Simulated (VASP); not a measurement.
Crystal: GaN.

```
Ga N
1.0
     0.00000    2.25350    2.25350
     2.25350    0.00000    2.25350
     2.25350    2.25350    0.00000
Ga N
1 1
Direct
  0.00000 0.00000 0.00000
  0.25000 0.25000 0.25000
```

- Program: VASP 6.6.1
- Task: relaxation of cell and atoms
- Functional: revPBE
- Potentials or basis: VASP PAW PBE potentials, release 64 (Ga_d, N)
- Cutoff: 600 eV
- k mesh: 10 × 10 × 10
- Occupations: fermi-dirac, width 0.05 eV
- Spin: no spin polarisation

At the start: pressure 7.8 GPa; volume 11.44 Å³/atom.

**Question.** Where does the relaxation end?

**Answer.** Over 3 steps the energy falls by 11.9 meV/atom and the volume is 11.96 Å³/atom (+4.5 %); space group F-43m (No. 216, to 0.05 Å).

The path:
```tsv
step	energy change (eV)	largest force (eV/Å)	pressure (GPa)	volume (Å³)
1	0.0000	0.0000	7.78	22.89
2	-0.0089	0.0000	-5.27	24.78
3	-0.0238	0.0000	-0.12	23.91
```

Final structure:
```
Ga N
1.0
     0.00000    2.28662    2.28662
     2.28662    0.00000    2.28662
     2.28662    2.28662    0.00000
Ga N
1 1
Cartesian
  0.0000 0.0000 0.0000
  1.1433 1.1433 1.1433
```

Caveat: the PAW data sets were made with another functional, which shifts forces and pressure a little.
